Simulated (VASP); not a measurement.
# ZnCu2SnSe4 (I-4) in VASP: settings compared, part 2 of 2

VASP 6.6.1. Earlier steps stand in the parts before.

### Step 4. Relaxation of cell and atoms, LDA

File INCAR:

```
SYSTEM = ZnCu2SnSe4
ALGO = Normal
EDIFF = 1E-6
EDIFFG = -0.01
ENCUT = 600
GGA = CA
IBRION = 2
ISIF = 3
ISMEAR = 1
KPAR = 4
LASPH = .True.
LCHARG = .False.
LREAL = .False.
LWAVE = .False.
NELM = 80
NSW = 90
PREC = Accurate
SIGMA = 0.1
```

File KPOINTS:

```
k-points
0
Gamma
  10 10 10
  0 0 0
```

File POSCAR:

```
ZnCu2SnSe4
1.0
   -2.8856370000      2.8856370000      5.7398310000
    2.8856370000     -2.8856370000      5.7398310000
    2.8856370000      2.8856370000     -5.7398310000
Zn Cu Sn Se
1 2 1 4
Direct
    0.7500000000      0.2500000000      0.5000000000
    0.2500000000      0.7500000000      0.5000000000
    0.0000000000      0.0000000000      0.0000000000
    0.5000000000      0.5000000000      0.0000000000
    0.6297540000      0.6365340000      0.5262470000
    0.1102870000      0.1035070000      0.4737530000
    0.8964930000      0.3702460000      0.0067800000
    0.3634660000      0.8897130000      0.9932200000
```

Potentials or basis: VASP PAW LDA potentials, release 64 (Zn, Cu, Sn_d, Se).

The run is started by

```sh
> cat potpaw_LDA.64/Zn/POTCAR potpaw_LDA.64/Cu/POTCAR potpaw_LDA.64/Sn_d/POTCAR potpaw_LDA.64/Se/POTCAR > POTCAR
> mpirun -np 4 vasp_std > vasp.out
```

OUTCAR:

```text
SYSTEM = ZnCu2SnSe4
   EDIFF = 1E-6
   EDIFFG = -0.01
   ENCUT = 600
   GGA = CA
   IBRION = 2
   ISIF = 3
   ISMEAR = 1
   LASPH = .True.
   LREAL = .False.
   NELM = 80
   NSW = 90
   PREC = Accurate

 ion  position               nearest neighbor table
   1  0.750  0.250  0.500-   7 2.49   5 2.49   6 2.49   8 2.49
   2  0.250  0.750  0.500-   5 2.44   6 2.44   8 2.44   7 2.44
   3  0.000  0.000  0.000-   5 2.44   6 2.44   7 2.44   8 2.44
   4  0.500  0.500  0.000-   5 2.62   8 2.62   7 2.62   6 2.62
   5  0.630  0.637  0.526-   2 2.44   3 2.44   1 2.49   4 2.62
   6  0.110  0.104  0.474-   2 2.44   3 2.44   1 2.49   4 2.62
   7  0.896  0.370  0.007-   2 2.44   3 2.44   1 2.49   4 2.62
   8  0.363  0.890  0.993-   2 2.44   3 2.44   1 2.49   4 2.62

  LATTYP: Found a body centered tetragonal cell.
 ALAT       =     5.7712740000
 C/A-ratio  =     1.9891036191

  Lattice vectors:

[... 194 lines left out ...]

 val. band max:        3.4063648041   @ k =   0.0000   0.0000   0.0000
 cond. band min:       3.4526106656   @ k =   0.0000   0.0000   0.0000
 fundamental gap:      0.0462458616
 Fermi energy:         3.4382144599

 k-point     1 :       0.0000    0.0000    0.0000
  band No.  band energies     occupation
      1     -18.6015      2.00000
      2     -18.5990      2.00000
      3     -18.5990      2.00000
      4     -18.5484      2.00000
      5     -18.5462      2.00000
      6     -10.6682      2.00000
[... 1388 lines left out ...]
--------------------------------------- Ionic step        8  -------------------------------------------

 number of electron      72.0000008 magnetization

 Free energy of the ion-electron system (eV)
  ---------------------------------------------------
  ext. energy  EPLUGINS =         0.00000000
  ---------------------------------------------------
  free energy    TOTEN  =       -35.33229575 eV

  energy without entropy =      -35.33286722  energy(sigma->0) =      -35.33248624

 E-fermi :   4.3175     XC(G=0): -10.0318

 val. band max:        4.3001759514   @ k =   0.0000   0.0000   0.0000
 cond. band min:       4.3210114336   @ k =   0.0000   0.0000   0.0000
 fundamental gap:      0.0208354822
 Fermi energy:         4.3175415607

 k-point     1 :       0.0000    0.0000    0.0000
  band No.  band energies     occupation
      1     -17.8731      2.00000
      2     -17.8695      2.00000
      3     -17.8695      2.00000
      4     -17.8085      2.00000
      5     -17.8052      2.00000
      6     -10.3283      2.00000
[... 1130 lines left out ...]
  FREE ENERGIE OF THE ION-ELECTRON SYSTEM (eV)
  ---------------------------------------------------
  free  energy   TOTEN  =       -35.3322957539 eV

  energy  without entropy=      -35.3328672164  energy(sigma->0) =      -35.33248624

 reached required accuracy - stopping structural energy minimisation
```

It took 30 min on 4 MPI ranks of AMD EPYC 9R45 (Zen 5), shared host; peak memory 1.4 GiB.

What came out:

| Item | Value |
| --- | --- |
| Free energy | -35.3323 eV |
| Relaxed volume | 22.01 Å³/atom |
| Relaxed cell | a = 6.858 Å, b = 6.858 Å, c = 6.858 Å, α = 131.72°, β = 131.72°, γ = 70.68° |
| Space group after relaxing (to 0.1 Å) | I-4 (No. 82) |
| Energy gained by relaxing | 32.6 meV/atom |
| Ionic steps | 8 |
| Pressure after relaxing | 0.0 GPa |
| Largest force after relaxing | 0.009 eV/Å |
| Band gap on the k mesh | 0.02 eV |

Forces on the atoms (eV/Å):
```
Zn   0.000  0.000  0.000
Cu   0.000  0.000  0.000
Cu   0.000  0.000  0.000
Sn   0.000  0.000  0.000
Se   0.007  0.002  0.006
Se  -0.007 -0.002  0.006
Se  -0.002  0.007 -0.006
Se   0.002 -0.007 -0.006
```

The path:
```
step  energy change (eV)  largest force (eV/Å)  pressure (GPa)  volume (Å³)
   1              0.0000                0.1510           -4.88       191.18
   2             -0.2218                0.2864            2.05       171.75
   3             -0.2485                0.2485            0.06       176.18
   4             -0.2573                0.1344            0.05       176.02
   5             -0.2609                0.0199            0.07       175.83
   6             -0.2610                0.0175            0.06       175.84
   7             -0.2610                0.0177            0.05       175.85
   8             -0.2611                0.0091           -0.04       176.06
```

Final structure:
```
Zn Cu Sn Se
1.0
    -2.80490    2.80490    5.59460
     2.80490   -2.80490    5.59460
     2.80490    2.80490   -5.59460
Zn Cu Sn Se
1 2 1 4
Direct
  0.75000 0.25000 0.50000
  0.25000 0.75000 0.50000
  0.00000 0.00000 0.00000
  0.50000 0.50000 0.00000
  0.63027 0.64018 0.53247
  0.10770 0.09780 0.46753
  0.90220 0.36973 0.00991
  0.35982 0.89230 0.99009
```

Caveat: spin-orbit coupling is left out, which moves the levels of the heavy elements. A k mesh can miss the band edges.

### Step 5. Relaxation of cell and atoms, LDA

This run uses another cell than the first one, of 22.01 Å³/atom.

Changes to INCAR since step 4:

```diff
@@ -2,4 +2,4 @@
 ALGO = Normal
-EDIFF = 1E-6
-EDIFFG = -0.01
+EDIFF = 1E-7
+EDIFFG = -0.005
 ENCUT = 600
```

KPOINTS is that of step 4.

File POSCAR:

```
ZnCu2SnSe4                              
1.0
   -2.8048979717      2.8048979693      5.5945973472
    2.8048979717     -2.8048979693      5.5945973472
    2.8048979693      2.8048979717     -5.5945973472
  Zn              Cu              Sn              Se            
     1     2     1     4
Direct
     0.7500000000000000    0.2500000000000000    0.5000000000000000
     0.2500000000000000    0.7500000000000000    0.5000000000000000
     0.0000000000000000    0.0000000000000000    0.0000000000000000
     0.5000000000000000    0.5000000000000000    0.0000000000000000
     0.6302684543504304    0.6401758741840660    0.5324718619820822
     0.1077040122019835    0.0977965923683480    0.4675281380179176
     0.9022034076316519    0.3697315456495697    0.0099074198336355
     0.3598241258159341    0.8922959877980167    0.9900925801663645
```

Potentials or basis: VASP PAW LDA potentials, release 64 (Zn, Cu, Sn_d, Se).

The run is started by

```sh
> cat potpaw_LDA.64/Zn/POTCAR potpaw_LDA.64/Cu/POTCAR potpaw_LDA.64/Sn_d/POTCAR potpaw_LDA.64/Se/POTCAR > POTCAR
> mpirun -np 4 vasp_std > vasp.out
```

OUTCAR:

```text
SYSTEM = ZnCu2SnSe4
   EDIFF = 1E-7
   EDIFFG = -0.005
   ENCUT = 600
   GGA = CA
   IBRION = 2
   ISIF = 3
   ISMEAR = 1
   LASPH = .True.
   LREAL = .False.
   NELM = 80
   NSW = 90
   PREC = Accurate

 ion  position               nearest neighbor table
   1  0.750  0.250  0.500-   7 2.42   6 2.42   5 2.42   8 2.42
   2  0.250  0.750  0.500-   5 2.36   6 2.36   8 2.36   7 2.36
   3  0.000  0.000  0.000-   5 2.36   7 2.36   8 2.36   6 2.36
   4  0.500  0.500  0.000-   5 2.57   7 2.57   8 2.57   6 2.57
   5  0.630  0.640  0.532-   2 2.36   3 2.36   1 2.42   4 2.57
   6  0.108  0.098  0.468-   2 2.36   3 2.36   1 2.42   4 2.57
   7  0.902  0.370  0.010-   2 2.36   3 2.36   1 2.42   4 2.57
   8  0.360  0.892  0.990-   2 2.36   3 2.36   1 2.42   4 2.57

  LATTYP: Found a body centered tetragonal cell.
 ALAT       =     5.6097959410
 C/A-ratio  =     1.9945814094

  Lattice vectors:

 A1 = (  -2.8048979717,   2.8048979693,   5.5945973472)
 A2 = (   2.8048979717,  -2.8048979693,   5.5945973472)
 A3 = (   2.8048979693,   2.8048979717,  -5.5945973472)

Analysis of symmetry for initial positions (statically):
=====================================================================
 Subroutine PRICEL returns:
 Original cell was already a primitive cell.

 Routine SETGRP: Setting up the symmetry group for a
 body centered tetragonal supercell.

 Subroutine GETGRP returns: Found  4 space group operations
 (whereof  4 operations were pure point group operations)
 out of a pool of 16 trial point group operations.

The static configuration has the point symmetry S_4 .

Analysis of symmetry for dynamics (positions and initial velocities):
=====================================================================
 Subroutine PRICEL returns:
 Original cell was already a primitive cell.

 Routine SETGRP: Setting up the symmetry group for a
 body centered tetragonal supercell.

 Subroutine GETGRP returns: Found  4 space group operations
 (whereof  4 operations were pure point group operations)
 out of a pool of 16 trial point group operations.

The dynamic configuration has the point symmetry S_4 .

 Subroutine INISYM returns: Found  4 space group operations
 (whereof  4 operations are pure point group operations),
 and found     1 'primitive' translations

----------------------------------------------------------------------------------------

                                     Primitive cell

  volume of cell :     176.0609

  direct lattice vectors                    reciprocal lattice vectors
    -2.804897972  2.804897969  5.594597347    -0.000000000  0.178259603  0.089371937
     2.804897972 -2.804897969  5.594597347     0.178259603  0.000000000  0.089371937
     2.804897969  2.804897972 -5.594597347     0.178259603  0.178259604  0.000000000

  length of vectors
     6.858164822  6.858164822  6.858164822     0.199408699  0.199408699  0.252097149

  position of ions in fractional coordinates (direct lattice)
     0.750000000  0.250000000  0.500000000
     0.250000000  0.750000000  0.500000000
     0.000000000  0.000000000  0.000000000
     0.500000000  0.500000000  0.000000000
     0.630268454  0.640175874  0.532471862
     0.107704012  0.097796592  0.467528138
     0.902203408  0.369731546  0.009907420
[... 41 lines left out ...]
  0.000000  0.000000  0.000000      1.000000
  0.100000  0.000000 -0.000000      8.000000
  0.200000  0.000000 -0.000000      8.000000
  0.300000  0.000000 -0.000000      8.000000
  0.400000  0.000000  0.000000      8.000000
  0.500000  0.000000 -0.000000      4.000000
[... 16 lines left out ...]
  0.200000  0.200000 -0.000000      8.000000
  0.300000  0.200000 -0.000000      8.000000
 [... further k-points ...]
   k-points           NKPTS =    144   k-points in BZ     NKDIM =    144   number of bands    NBANDS=     43
   number of dos      NEDOS =    301   number of ions     NIONS =      8
   total plane-waves  NPLWV = 175616
   dimension x,y,z NGX =    56 NGY =   56 NGZ =   56
   dimension x,y,z NGXF=   112 NGYF=  112 NGZF=  112
   ions per type =               1   2   1   4
   NGX,Y,Z   is equivalent  to a cutoff of  13.57, 13.57, 13.57 a.u.
   NGXF,Y,Z  is equivalent  to a cutoff of  27.15, 27.15, 27.15 a.u.
 SYSTEM =  ZnCu2SnSe4
   PREC   = accura    normal or accurate (medium, high low for compatibility)
   ISTART =      0    job   : 0-new  1-cont  2-samecut
   ICHARG =      2    charge: 1-file 2-atom 10-const
   ISPIN  =      1    spin polarized calculation?
   LNONCOLLINEAR =      F non collinear calculations
   LSORBIT =      F    spin-orbit coupling
   LASPH  =      T    aspherical Exc in radial PAW
   ENCUT  =  600.0 eV  44.10 Ry    6.64 a.u.  13.70 13.70 13.70*2*pi/ulx,y,z
   NELM   =     80;   NELMIN=  2; NELMDL= -5     # of ELM steps
   EDIFF  = 0.1E-06   stopping-criterion for ELM
   LREAL  =      F    real-space projection
   EDIFFG = -.5E-02   stopping-criterion for IOM
   NSW    =     90    number of steps for IOM
   IBRION =      2    ionic relax: 0-MD 1-quasi-New 2-CG
   NFREE  =      1    steps in history (QN), initial steepest desc. (CG)
   ISIF   =      3    stress and relaxation
   ISYM   =      2    0-nonsym 1-usesym 2-fastsym
   POTIM  = 0.5000    time-step for ionic-motion
   TEBEG  =    0.0;   TEEND  =   0.0 temperature during run
   PSTRESS=    0.0 pullay stress
   NELECT =      72.0000    total number of electrons
   NUPDOWN=      -1.0000    fix difference up-down
   EMIN   =  10.00;   EMAX   =-10.00  energy-range for DOS
   EFERMI =   0.00;   METHOD = LEGACY
   ISMEAR =     1;   SIGMA  =   0.10  broadening in eV -4-tet -1-fermi 0-gaus
   EFERMI_NEDOS =   21; number of points for ismear=-14 and -15
   IALGO  =     38    algorithm
   IMIX   =      4    mixing-type and parameters
     AMIX     =   0.40;   BMIX     =  1.00
     AMIX_MAG =   1.60;   BMIX_MAG =  1.00
  volume/ion in A,a.u.               =      22.01       148.51
  Fermi-wavevector in a.u.,A,eV,Ry     =   1.215154  2.296308 20.090354  1.476599
  Thomas-Fermi vector in A             =   2.350550
   LORBIT       =      0    0 simple, 1 ext, 2 COOP (PROOUT), +10 PAW based schemes
   GGA     = CA    functional components
   LHFCALC =     F    Hartree Fock is set to
   AEXX    =    0.0000 exact exchange contribution
   IVDW    =     0    specifies the selected vdW correction
   LEPSILON=     F    determine dielectric tensor
   LRPA    =     F    only Hartree local field effects (RPA)
 conjugate gradient relaxation of ions
 non-spin polarized calculation
 Methfessel and Paxton  Order N= 1 SIGMA  =   0.10
  energy-cutoff  :      600.00
  volume of cell :      176.06
 maximum number of plane-waves:      5898
   NGX = 27   NGY = 27   NGZ = 27

--------------------------------------- Ionic step        1  -------------------------------------------

 number of electron      72.0000008 magnetization

 Free energy of the ion-electron system (eV)
  ---------------------------------------------------
  ext. energy  EPLUGINS =         0.00000000
  ---------------------------------------------------
  free energy    TOTEN  =       -35.33026456 eV

  energy without entropy =      -35.33083596  energy(sigma->0) =      -35.33045502

------------------------ aborting loop because EDIFF is reached ----------------------------------------

  FORCE on cell =-STRESS in cart. coord.  units (eV):
  Direction    XX          YY          ZZ          XY          YZ          ZX
  --------------------------------------------------------------------------------------
  -------------------------------------------------------------------------------------
  Total       -0.0656783     -0.0656783      0.0249098      0.0000000      0.0000000     -0.0000000
  in kB       -0.5976815     -0.5976815      0.2266828      0.0000004      0.0000000     -0.0000000
  external PRESSURE =      -0.3228934 kB  Pullay stress =       0.0000000 kB
[... 155 lines left out ...]
--------------------------------------- Ionic step        5  -------------------------------------------

 number of electron      72.0000008 magnetization

 Free energy of the ion-electron system (eV)
  ---------------------------------------------------
  ext. energy  EPLUGINS =         0.00000000
  ---------------------------------------------------
  free energy    TOTEN  =       -35.33036116 eV

  energy without entropy =      -35.33093276  energy(sigma->0) =      -35.33055169

 E-fermi :   4.3258     XC(G=0): -10.0350

 val. band max:        4.3250149742   @ k =   0.0000   0.0000   0.0000
 cond. band min:       4.4501090289   @ k =   0.5000   0.5000  -0.0000
 fundamental gap:      0.1250940547
 Fermi energy:         4.3257515988

 k-point     1 :       0.0000    0.0000    0.0000
  band No.  band energies     occupation
      1     -17.8664      2.00000
      2     -17.8624      2.00000
      3     -17.8624      2.00000
      4     -17.8018      2.00000
      5     -17.7979      2.00000
      6     -10.3247      2.00000
[... 1093 lines left out ...]
     42       8.9955      0.00000
     43       9.5081      0.00000

 [... further k-points ...]
[... 5 lines left out ...]
  --------------------------------------------------------------------------------------
  -------------------------------------------------------------------------------------
  Total        0.0154650      0.0154650      0.0235595     -0.0000000      0.0000000     -0.0000000
  in kB        0.1408300      0.1408300      0.2145410     -0.0000004      0.0000000     -0.0000000
  external PRESSURE =       0.1654003 kB  Pullay stress =       0.0000000 kB
[... 23 lines left out ...]
  FREE ENERGIE OF THE ION-ELECTRON SYSTEM (eV)
  ---------------------------------------------------
  free  energy   TOTEN  =       -35.3303611574 eV

  energy  without entropy=      -35.3309327562  energy(sigma->0) =      -35.33055169

 reached required accuracy - stopping structural energy minimisation
```

It took 19 min on 4 MPI ranks of AMD EPYC 9R45 (Zen 5), shared host; peak memory 1.3 GiB.

What came out:

```yaml
Free_energy: -35.3304 eV
Relaxed_volume: 21.99 Å³/atom
Relaxed_cell: a = 6.862 Å, b = 6.862 Å, c = 6.862 Å, α = 131.81°, β = 131.81°, γ = 70.54°
Space_group_after_relaxing_to_0.1_Å: I-4 (No. 82)
Energy_gained_by_relaxing: 0.0 meV/atom
Ionic_steps: 5
Pressure_after_relaxing: 0.0 GPa
Largest_force_after_relaxing: 0.005 eV/Å
```

Forces in eV/Å, atoms in the order of the input:
```
Zn   0.000  0.000  0.000
Cu   0.000  0.000  0.000
Cu   0.000  0.000  0.000
Sn   0.000  0.000  0.000
Se  -0.003 -0.001 -0.003
Se   0.003  0.001 -0.003
Se   0.001 -0.003  0.003
Se  -0.001  0.003  0.003
```

Final structure:
```yaml
crystal:
  lattice:
    - [-2.80186, 2.80186, 5.60292]
    - [2.80186, -2.80186, 5.60292]
    - [2.80186, 2.80186, -5.60292]
  atoms:
    - { symbol: Zn, position: [0.75000, 0.25000, 0.50000] }
    - { symbol: Cu, position: [0.25000, 0.75000, 0.50000] }
    - { symbol: Cu, position: [0.00000, 0.00000, 0.00000] }
    - { symbol: Sn, position: [0.50000, 0.50000, 0.00000] }
    - { symbol: Se, position: [0.63044, 0.64051, 0.53280] }
    - { symbol: Se, position: [0.10771, 0.09764, 0.46720] }
    - { symbol: Se, position: [0.90236, 0.36956, 0.01007] }
    - { symbol: Se, position: [0.35949, 0.89229, 0.98993] }
```

Levels at points of the mesh, in eV from the Fermi level:
| k point | band 32 | band 33 | band 34 | band 35 | band 36 | band 37 | band 38 | band 39 | band 40 | band 41 |
| --- | --- | --- | --- | --- | --- | --- | --- | --- | --- | --- |
| (0.00, 0.00, 0.00) | -2.02 | -1.86 | -0.24 | -0.01 | -0.01 | 0.00 | 1.53 | 2.22 | 3.35 | 3.35 |
| (0.50, 0.00, 0.00) | -1.69 | -1.45 | -1.40 | -1.32 | -0.69 | 1.40 | 2.68 | 2.91 | 3.82 | 3.96 |
| (0.50, 0.50, 0.00) | -1.44 | -1.02 | -0.89 | -0.67 | -0.48 | 0.12 | 1.79 | 2.57 | 3.63 | 3.86 |
| (0.50, 0.50, 0.50) | -1.58 | -1.33 | -1.33 | -1.09 | -1.09 | 0.81 | 1.57 | 1.57 | 1.83 | 2.82 |

Caveat: spin-orbit coupling is left out, which moves the levels of the heavy elements.

### Step 6. Summary

```tsv
level	potentials or basis	cell	gap on the mesh (eV)	pressure (GPa)	relaxed volume (Å³/atom)	largest force (eV/Å)
PBEsol	VASP PAW PBE potentials, release 64 (Zn, Cu, Sn_d, Se)	relaxed from a = 7.043 Å, angles 131.6, 131.6, 70.8°, 8 atoms, atomic positions A	0.03	0.0	22.73	0.01
PBEsol	VASP PAW PBE potentials, release 64 (Zn, Cu, Sn_d, Se)	relaxed from a = 6.933 Å, angles 131.7, 131.7, 70.7°, 8 atoms, atomic positions B	0.02	0.0	22.72	-
LDA	VASP PAW LDA potentials, release 64 (Zn, Cu, Sn_d, Se)	relaxed from a = 7.043 Å, angles 131.6, 131.6, 70.8°, 8 atoms, atomic positions A	0.02	0.0	22.01	0.01
LDA	VASP PAW LDA potentials, release 64 (Zn, Cu, Sn_d, Se)	relaxed from a = 6.858 Å, angles 131.7, 131.7, 70.7°, 8 atoms, atomic positions B	-	0.0	21.99	-
```

Alike in all rows: task relaxation of cell and atoms; no spin polarisation; k mesh 10 × 10 × 10; cutoff (eV) 600; smearing methfessel-paxton 0.1 eV.

Caveats: spin-orbit coupling is left out, which moves the levels of the heavy elements; the PAW data sets were made with another functional, which shifts forces and pressure a little (at least some runs).

Total energies depend on the potentials used, so only differences within one code and one set of settings carry meaning.
